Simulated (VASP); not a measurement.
A run of VASP 6.6.1 is set up as follows.

File POSCAR:

```
NbW
1.0
    1.6174292500     -2.2736268600      0.0000000000
    1.6174292500      2.2736268600      0.0000000000
    0.0000000000      0.0000000000      4.5984946600
Nb W
1 1
Direct
    0.0000000000      0.0000000000      0.0000000000
    0.5000000000      0.5000000000      0.5000000000
```

The input INCAR.step1:

```
PREC = Accurate
ENCUT = 520
ISMEAR = 1
SIGMA = 0.3
LREAL = False
LASPH = True
NELM = 60
NBANDS = 20
GGA = PE
ALGO = Normal
EDIFF = 1E-4
LWAVE = True
LCHARG = False
```

Contents of INCAR.step2:

```
PREC = Accurate
ENCUT = 520
EDIFF = 1E-6
ISMEAR = 1
SIGMA = 0.3
LREAL = False
LASPH = True
NELM = 60
ALGO = Normal
ISIF = 2
LWAVE = False
LCHARG = False
METAGGA = R2SCAN
LMIXTAU = True
NBANDS = 20
ISTART = 1
```

Contents of KPOINTS:

```
Automatic mesh
0
Gamma
  9 9 5
```

Potentials or basis: VASP PAW PBE potentials, release 64 (Nb_sv, W_sv).

Command:

```sh
$ cat potpaw_PBE.64/Nb_sv/POTCAR potpaw_PBE.64/W_sv/POTCAR > POTCAR
$ cp INCAR.step1 INCAR
$ mpirun -np 1 vasp_std > vasp.out
$ cp INCAR.step2 INCAR
$ mpirun -np 1 vasp_std > vasp.out
```

Problem. What does it give for the pressure?

Solution. -1.7 GPa.

Stress tensor (GPa, compression positive):
```
-1.48  0.00  0.00
 0.00 -1.49  0.00
 0.00  0.00 -2.14
```

Caveat: the PAW data sets were made with another functional, which shifts forces and pressure a little.
